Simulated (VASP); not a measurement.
CdS, 2 atoms in the cell. Symmetry: F-43m, No. 216, cubic system. Conventional cell: a = 5.878 Å, b = 5.878 Å, c = 5.878 Å, α = 90.00°, β = 90.00°, γ = 90.00°. Within 3.4 Å of Cd (site symmetry -43m) lie 4 S at 2.55 Å. S (site symmetry -43m) has 4 Cd at 2.55 Å within 3.4 Å. 

```yaml
Program: VASP 6.6.1
Task: single point
Functional: PBE0
Potentials_or_basis: VASP PAW PBE potentials, release 64 (Cd, S)
Cutoff: 520 eV
k_mesh: 6 × 6 × 6
Occupations: gaussian, width 0.01 eV
Spin: no spin polarisation
Dipole_correction: no
Grid_for_exact_exchange_PRECFOCK: Normal
Further_INCAR_settings: ALGO = Normal; EDIFF = 1e-06; NBANDS = 16
Share_of_exact_exchange: 0.25
```

Potentials or basis: VASP PAW PBE potentials, release 64 (Cd, S).

Command:

```console
$ cat potpaw_PBE.64/Cd/POTCAR potpaw_PBE.64/S/POTCAR > POTCAR
$ cp INCAR.step1 INCAR
$ mpirun -np 1 vasp_std > vasp.out
$ cp INCAR.step2 INCAR
$ mpirun -np 1 vasp_std > vasp.out
```

Hardware: 1 thread of Intel(R) Xeon(R) Platinum 8259CL CPU @ 2.50GHz (Skylake/Cascade Lake), on a shared host.

How long does it take, and how much memory?

Run time: 34 min on 1 thread of Intel(R) Xeon(R) Platinum 8259CL CPU @ 2.50GHz (Skylake/Cascade Lake) (shared host), peak memory 0.2 GiB. Counts: k points 16.
